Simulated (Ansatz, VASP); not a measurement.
## Al: VASP beside Ansatz

Contents of POSCAR:

```
Al
1.0
    0.0000000000      1.9966927595      1.9966927595
    1.9966927595      0.0000000000      1.9966927595
    1.9966927595      1.9966927595      0.0000000000
Al
1
Direct
    0.0000000000      0.0000000000      0.0000000000
```

Contents of INCAR.step1:

```
SYSTEM = Al
  ALGO = Normal
  EDIFF = 1E-4
  ENCUT = 520
  GGA = PE
  ISMEAR = -1
  LASPH = .True.
  LCHARG = .False.
  LREAL = .False.
  LWAVE = .True.
  NBANDS = 8
  NELM = 80
  PREC = Accurate
  SIGMA = 0.1
```

INCAR.step2

```
SYSTEM = Al
  ALGO = Normal
  EDIFF = 1E-7
  ENCUT = 520
  ISIF = 2
  ISMEAR = -1
  ISTART = 1
  LASPH = .True.
  LCHARG = .False.
  LMIXTAU = .True.
  LREAL = .False.
  LWAVE = .False.
  METAGGA = R2SCAN
  NBANDS = 8
  NELM = 80
  PREC = Accurate
  SIGMA = 0.1
```

Contents of KPOINTS:

```
k-points
0
Gamma
  20 20 20
  0 0 0
```

Input for Ansatz:

```yaml
crystal:
  lattice:
    - [0.0, 1.9966927595, 1.9966927595]
    - [1.9966927595, 0.0, 1.9966927595]
    - [1.9966927595, 1.9966927595, 0.0]
  atoms:
    - { symbol: Al, position: [0.0, 0.0, 0.0] }
hamiltonian:
  xc: r2scan
  pseudopotentials:
    kind: paw
    azcp:
      Al: "pseudopotentials/Al.paw.azcp"
basis:
  ecutwfc: 500
  fft_grid_basis: typed
kpoints:
  mp_grid: { grid: [20, 20, 20], shift: [0, 0, 0] }
magnetization:
  spin_polarized: false
scf:
  occupations: { method: fermi_dirac, width: 0.1 }
  lower_state_search: "off"
output:
  stress: true
```

Alike in both runs: task single point; functional r2SCAN; k mesh 20 × 20 × 20; occupations fermi-dirac, width 0.1 eV; no spin polarisation.

|  | VASP | Ansatz |
| --- | --- | --- |
| version | VASP 6.6.1 | Ansatz 0.2.0 |
| potentials or method | VASP PAW PBE potentials, release 64 (Al), cutoff 520 eV | plane waves (500 eV) with PAW, scalar-relativistic |
| valence electrons in the cell | 3 | 3 |

Ansatz gave:

* pressure (GPa): 0.0

Task: What did VASP give for the same quantities?

Result: Pressure (GPa): -0.3.

VASP's potentials were made for PBE, not for r2SCAN.
